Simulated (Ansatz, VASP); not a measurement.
# One calculation of SiC, two programs

```
Si C
1.0
     0.00000   -2.16441   -2.16441
     0.00000    2.16441   -2.16441
     4.32882    0.00000    0.00000
Si C
2 2
Direct
  0.50000 0.50000 0.50000
  0.00000 0.00000 0.00000
  0.00000 0.50000 0.25000
  0.50000 0.00000 0.75000
```

Alike in both runs: task single point; functional LDA; k mesh 10 × 10 × 6; occupations gaussian, width 0.05 eV; no spin polarisation.

|  | VASP | Ansatz |
| --- | --- | --- |
| version | VASP 6.6.1 | Ansatz 0.2.0 |
| potentials or method | VASP PAW LDA potentials, release 64 (Si, C), cutoff 520 eV | scalar-relativistic, plane waves, PAW |
| valence electrons in the cell | 16 | 16 |

```tsv
	VASP	Ansatz	Ansatz less VASP
gap on the k mesh at the Fermi level (eV)	1.29	1.30	+0.013
least direct gap on the mesh (eV)	1.29	1.30	+0.013
pressure (GPa)	0.4	0.0	-0.40
```

Ansatz warns that its potentials were made for another functional, while VASP's fit it. LDA's correlation is that of Perdew and Zunger in VASP and of Perdew and Wang (1992) in Ansatz.
